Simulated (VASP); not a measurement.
# ZnGeP2 (I-42d) in VASP: single point with PBE+D3(BJ)

Aim: the single point of ZnGeP2 with PBE+D3(BJ).

All numbers are computed with VASP 6.6.1; they aren't measurements. Logs are shortened: lines on timing, memory, paths and dates and some standing lists are left out, and cuts for length are marked.

### 1 The cell of the first run

The structure is tetragonal, space group I-42d (No. 122). The conventional cell has a = 5.432 Å, b = 5.432 Å, c = 10.713 Å, α = 90.00°, β = 90.00°, γ = 90.00°. Zn (site symmetry -4) has 4 P at 2.35 Å within 3.1 Å. Within 3.1 Å of Ge (site symmetry -4) lie 4 P at 2.33 Å. P (site symmetry 2) has 2 Ge at 2.33 Å and 2 Zn at 2.35 Å within 3.1 Å.

### 2 Single point, PBE+D3(BJ)

The input, INCAR:

```
ALGO     = Normal         # electronic algorithm
EDIFF    = 1E-6           # SCF threshold, eV
ENCUT    = 500            # plane-wave cutoff, eV
GGA      = PE             # functional
GGA_COMPAT= F            
ISIF     = 2              # what is computed and relaxed
ISMEAR   = 0              # smearing method
IVDW     = 12             # dispersion correction
LASPH    = T              # aspherical terms in the spheres
LCHARG   = F              # write CHGCAR
LREAL    = F              # projectors in reciprocal space
LWAVE    = F              # write WAVECAR
NBANDS   = 46             # bands
NELM     = 120            # most SCF steps
PREC     = Accurate       # precision mode
SIGMA    = 0.02           # smearing width, eV
```

The input, KPOINTS:

```
k-points
0
Gamma
  8 8 8
```

The input, POSCAR:

```
ZnGeP2
1.0
   -2.7161116617      2.7161116617      5.3563215895
    2.7161116617     -2.7161116617      5.3563215895
    2.7161116617      2.7161116617     -5.3563215895
Zn Ge P
2 2 4
Direct
    0.0000000000      0.0000000000      0.0000000000
    0.7500000000      0.2500000000      0.5000000000
    0.5000000000      0.5000000000      0.0000000000
    0.2500000000      0.7500000000      0.5000000000
    0.3750000000      0.3774331098      0.5024331098
    0.6225668902      0.1250000000      0.9975668902
    0.8750000000      0.8725668902      0.4975668902
    0.1274331098      0.6250000000      0.0024331098
```

Potentials or basis: VASP PAW PBE potentials, release 64 (Zn, Ge_d, P).

The run is started by

```console
$ cat potpaw_PBE.64/Zn/POTCAR potpaw_PBE.64/Ge_d/POTCAR potpaw_PBE.64/P/POTCAR > POTCAR
$ mpirun -np 1 vasp_std > vasp.out
```

OUTCAR:

```text
EDIFF = 1E-6
   ENCUT = 500
   GGA = PE
   ISIF = 2
   ISMEAR = 0
   IVDW = 12
   LASPH = T
   LREAL = F
   NELM = 120
   PREC = Accurate
 IVDW          = 12

 ion  position               nearest neighbor table
   1  0.000  0.000  0.000-   5 2.35   6 2.35   7 2.35   8 2.35
   2  0.750  0.250  0.500-   8 2.35   7 2.35   6 2.35   5 2.35
   3  0.500  0.500  0.000-   5 2.33   6 2.33   8 2.33   7 2.33
   4  0.250  0.750  0.500-   5 2.33   7 2.33   8 2.33   6 2.33
   5  0.375  0.377  0.502-   3 2.33   4 2.33   1 2.35   2 2.35
   6  0.623  0.125  0.998-   3 2.33   4 2.33   1 2.35   2 2.35
   7  0.875  0.873  0.498-   4 2.33   3 2.33   2 2.35   1 2.35
   8  0.127  0.625  0.002-   3 2.33   4 2.33   2 2.35   1 2.35

  LATTYP: Found a body centered tetragonal cell.
 ALAT       =     5.4322233234
 C/A-ratio  =     1.9720550024

  Lattice vectors:

 A1 = (  -2.7161116617,   2.7161116617,   5.3563215895)
 A2 = (   2.7161116617,  -2.7161116617,   5.3563215895)
 A3 = (   2.7161116617,   2.7161116617,  -5.3563215895)

Analysis of symmetry for initial positions (statically):
=====================================================================
 Subroutine PRICEL returns:
 Original cell was already a primitive cell.

 Routine SETGRP: Setting up the symmetry group for a
 body centered tetragonal supercell.

 Subroutine GETGRP returns: Found  8 space group operations
 (whereof  4 operations were pure point group operations)
 out of a pool of 16 trial point group operations.

The static configuration has the point symmetry S_4 .
 The point group associated with its full space group is D_2d.

Analysis of symmetry for dynamics (positions and initial velocities):
=====================================================================
 Subroutine PRICEL returns:
 Original cell was already a primitive cell.

 Routine SETGRP: Setting up the symmetry group for a
 body centered tetragonal supercell.

 Subroutine GETGRP returns: Found  8 space group operations
 (whereof  4 operations were pure point group operations)
 out of a pool of 16 trial point group operations.

The dynamic configuration has the point symmetry S_4 .
 The point group associated with its full space group is D_2d.

 Subroutine INISYM returns: Found  8 space group operations
 (whereof  4 operations are pure point group operations),
 and found     1 'primitive' translations

----------------------------------------------------------------------------------------

                                     Primitive cell

  volume of cell :     158.0600

  direct lattice vectors                    reciprocal lattice vectors
    -2.716111662  2.716111662  5.356321590     0.000000000  0.184086688  0.093347644
     2.716111662 -2.716111662  5.356321590     0.184086688  0.000000000  0.093347644
     2.716111662  2.716111662 -5.356321590     0.184086688  0.184086688  0.000000000

  length of vectors
     6.591259826  6.591259826  6.591259826     0.206401772  0.206401772  0.260337891

  position of ions in fractional coordinates (direct lattice)
     0.000000000  0.000000000  0.000000000
     0.750000000  0.250000000  0.500000000
     0.500000000  0.500000000  0.000000000
     0.250000000  0.750000000  0.500000000
     0.375000000  0.377433110  0.502433110
     0.622566890  0.125000000  0.997566890
     0.875000000  0.872566890  0.497566890
     0.127433110  0.625000000  0.002433110

  ion indices of the primitive-cell ions
   primitive index   ion index
                 1           1
                 2           2
                 3           3
                 4           4
                 5           5
                 6           6
                 7           7
                 8           8

----------------------------------------------------------------------------------------

 KPOINTS: k-points

Automatic generation of k-mesh.
 Grid dimensions read from file:
 generate k-points for:    8    8    8

 Generating k-lattice:

  Cartesian coordinates                     Fractional coordinates (reciprocal lattice)
     0.000000000  0.023010836  0.011668455     0.125000000  0.000000000 -0.000000000
     0.023010836  0.000000000  0.011668455     0.000000000  0.125000000 -0.000000000
     0.023010836  0.023010836  0.000000000     0.000000000  0.000000000  0.125000000

  Length of vectors
     0.025800221  0.025800221  0.032542236

  Shift w.r.t. Gamma in fractional coordinates (k-lattice)
     0.000000000  0.000000000  0.000000000

 Subroutine IBZKPT returns following result:
 ===========================================

 Found     59 irreducible k-points:

 Following reciprocal coordinates:
            Coordinates               Weight
  0.000000  0.000000  0.000000      1.000000
  0.125000  0.000000 -0.000000      8.000000
  0.250000  0.000000 -0.000000      8.000000
  0.375000  0.000000 -0.000000      8.000000
  0.500000  0.000000 -0.000000      4.000000
  0.125000  0.125000 -0.000000      8.000000
[... 16 lines left out ...]
  0.250000  0.125000  0.125000     16.000000
  0.375000  0.125000  0.125000      8.000000
 [... further k-points ...]
   k-points           NKPTS =     59   k-points in BZ     NKDIM =     59   number of bands    NBANDS=     46
   number of dos      NEDOS =    301   number of ions     NIONS =      8
   total plane-waves  NPLWV = 110592
   dimension x,y,z NGX =    48 NGY =   48 NGZ =   48
   dimension x,y,z NGXF=    96 NGYF=   96 NGZF=   96
   ions per type =               2   2   4
   NGX,Y,Z   is equivalent  to a cutoff of  12.11, 12.11, 12.11 a.u.
   NGXF,Y,Z  is equivalent  to a cutoff of  24.21, 24.21, 24.21 a.u.
 SYSTEM =  unknown system
   PREC   = accura    normal or accurate (medium, high low for compatibility)
   ISTART =      0    job   : 0-new  1-cont  2-samecut
   ICHARG =      2    charge: 1-file 2-atom 10-const
   ISPIN  =      1    spin polarized calculation?
   LNONCOLLINEAR =      F non collinear calculations
   LSORBIT =      F    spin-orbit coupling
   LASPH  =      T    aspherical Exc in radial PAW
   ENCUT  =  500.0 eV  36.75 Ry    6.06 a.u.  12.02 12.02 12.02*2*pi/ulx,y,z
   NELM   =    120;   NELMIN=  2; NELMDL= -5     # of ELM steps
   EDIFF  = 0.1E-05   stopping-criterion for ELM
   LREAL  =      F    real-space projection
   EDIFFG = 0.1E-04   stopping-criterion for IOM
   NSW    =      0    number of steps for IOM
   IBRION =     -1    ionic relax: 0-MD 1-quasi-New 2-CG
   NFREE  =      0    steps in history (QN), initial steepest desc. (CG)
   ISIF   =      2    stress and relaxation
   ISYM   =      2    0-nonsym 1-usesym 2-fastsym
   POTIM  = 0.5000    time-step for ionic-motion
   TEBEG  =    0.0;   TEEND  =   0.0 temperature during run
   PSTRESS=    0.0 pullay stress
   NELECT =      72.0000    total number of electrons
   NUPDOWN=      -1.0000    fix difference up-down
   EMIN   =  10.00;   EMAX   =-10.00  energy-range for DOS
   EFERMI =   0.00;   METHOD = LEGACY
   ISMEAR =     0;   SIGMA  =   0.02  broadening in eV -4-tet -1-fermi 0-gaus
   EFERMI_NEDOS =   21; number of points for ismear=-14 and -15
   IALGO  =     38    algorithm
   IMIX   =      4    mixing-type and parameters
     AMIX     =   0.40;   BMIX     =  1.00
     AMIX_MAG =   1.60;   BMIX_MAG =  1.00
  volume/ion in A,a.u.               =      19.76       133.33
  Fermi-wavevector in a.u.,A,eV,Ry     =   1.259636  2.380367 21.588128  1.586683
  Thomas-Fermi vector in A             =   2.393186
   LORBIT       =      0    0 simple, 1 ext, 2 COOP (PROOUT), +10 PAW based schemes
   GGA     = PE    functional components
   LHFCALC =     F    Hartree Fock is set to
   AEXX    =    0.0000 exact exchange contribution
   IVDW    =    12    specifies the selected vdW correction
   LEPSILON=     F    determine dielectric tensor
   LRPA    =     F    only Hartree local field effects (RPA)
 non-spin polarized calculation
 Gauss-broadening in eV      SIGMA  =   0.02
  energy-cutoff  :      500.00
  volume of cell :      158.06
 maximum number of plane-waves:      4035
   NGX = 25   NGY = 25   NGZ = 25

 number of electron      71.9999960 magnetization

 Free energy of the ion-electron system (eV)
  ---------------------------------------------------
  ext. energy  EPLUGINS =         0.00000000
  ---------------------------------------------------
  free energy    TOTEN  =       -34.50571690 eV

  energy without entropy =      -34.50571690  energy(sigma->0) =      -34.50571690

 E-fermi :   4.5739     XC(G=0):  -9.8987

 val. band max:        4.4652566151   @ k =   0.0000   0.0000   0.0000
 cond. band min:       5.6943803697   @ k =   0.5000   0.5000   0.5000
 fundamental gap:      1.2291237546
 Fermi energy:         4.5738948372

 k-point     1 :       0.0000    0.0000    0.0000
  band No.  band energies     occupation
      1     -20.4004      2.00000
      2     -20.3989      2.00000
      3     -20.3989      2.00000
      4     -20.3942      2.00000
      5     -20.3881      2.00000
      6     -20.3881      2.00000
[... 38 lines left out ...]
     45       9.4317      0.00000
     46       9.4598      0.00000

 k-point     2 :       0.1250    0.0000   -0.0000
  band No.  band energies     occupation
      1     -20.4004      2.00000
      2     -20.3990      2.00000
      3     -20.3987      2.00000
      4     -20.3943      2.00000
      5     -20.3885      2.00000
      6     -20.3880      2.00000
[... 38 lines left out ...]
     45       9.3487      0.00000
     46       9.8392      0.00000

 k-point     3 :       0.2500    0.0000   -0.0000
  band No.  band energies     occupation
      1     -20.4004      2.00000
      2     -20.3991      2.00000
      3     -20.3981      2.00000
      4     -20.3943      2.00000
      5     -20.3896      2.00000
      6     -20.3876      2.00000
[... 1018 lines left out ...]
     45       9.8529      0.00000
     46      10.2588      0.00000

 k-point    24 :       0.3750    0.1250    0.1250
  band No.  band energies     occupation
      1     -20.3996      2.00000
      2     -20.3996      2.00000
      3     -20.3965      2.00000
      4     -20.3928      2.00000
      5     -20.3925      2.00000
      6     -20.3889      2.00000
[... 38 lines left out ...]
     45       9.8348      0.00000
     46      10.1365      0.00000

 [... further k-points ...]

------------------------ aborting loop because EDIFF is reached ----------------------------------------

 Edisp (eV)   -2.71793

 E8    (eV) :    -1.1075

  FORCE on cell =-STRESS in cart. coord.  units (eV):
  Direction    XX          YY          ZZ          XY          YZ          ZX
  --------------------------------------------------------------------------------------
  -------------------------------------------------------------------------------------
  Total      -0.02274    -0.02274    -0.02395     0.00000    -0.00000     0.00000
  in kB      -0.23054    -0.23054    -0.24275     0.00000    -0.00000     0.00000
  external pressure =       -0.23 kB  Pullay stress =        0.00 kB

 VOLUME and BASIS-vectors are now :
 -----------------------------------------------------------------------------
  energy-cutoff  :      500.00
  volume of cell :      158.06
      direct lattice vectors                 reciprocal lattice vectors
    -2.716111662  2.716111662  5.356321590     0.000000000  0.184086688  0.093347644
     2.716111662 -2.716111662  5.356321590     0.184086688  0.000000000  0.093347644
     2.716111662  2.716111662 -5.356321590     0.184086688  0.184086688  0.000000000

 POSITION                                       TOTAL-FORCE (eV/Angst)
 -----------------------------------------------------------------------------------
      0.00000      0.00000      0.00000        -0.000000      0.000000     -0.000000
     -0.00000      2.71611      2.67816        -0.000000      0.000000      0.000000
      0.00000      0.00000      5.35632        -0.000000      0.000000     -0.000000
      2.71611     -0.00000      2.67816        -0.000000      0.000000      0.000000
      1.37127      1.35806      1.33908         0.031770      0.000000     -0.000000
      1.35806      4.06095     -1.33908        -0.000000     -0.031770      0.000000
      1.34484      1.35806      6.69540        -0.031770      0.000000      0.000000
      1.35806     -1.34484      4.01724        -0.000000      0.031770     -0.000000
 -----------------------------------------------------------------------------------
    total drift:                               -0.000007     -0.000007     -0.000009

  FREE ENERGIE OF THE ION-ELECTRON SYSTEM (eV)
  ---------------------------------------------------
  free  energy   TOTEN  =       -37.2236509554 eV

  energy  without entropy=      -37.2236509554  energy(sigma->0) =      -37.22365096
```

Run time: 6.7 min. Hardware: 1 thread of Intel Xeon Platinum 8259CL at 2.50GHz (Skylake/Cascade Lake), shared host; peak memory 0.55 GiB.

What came out:

```
Free energy                : -37.2237 eV
Pressure                   : 0.0 GPa
Largest force              : 0.032 eV/Å
Band gap on the k mesh     : 1.23 eV (least direct gap 1.38 eV)
Dispersion energy per atom : -0.340 eV
```

Forces in eV/Å, atoms in the order of the input:
```
Zn   0.000  0.000  0.000
Zn   0.000  0.000  0.000
Ge   0.000  0.000  0.000
Ge   0.000  0.000  0.000
P    0.032  0.000  0.000
P    0.000 -0.032  0.000
P   -0.032  0.000  0.000
P    0.000  0.032  0.000
```

A k mesh can miss the band edges.
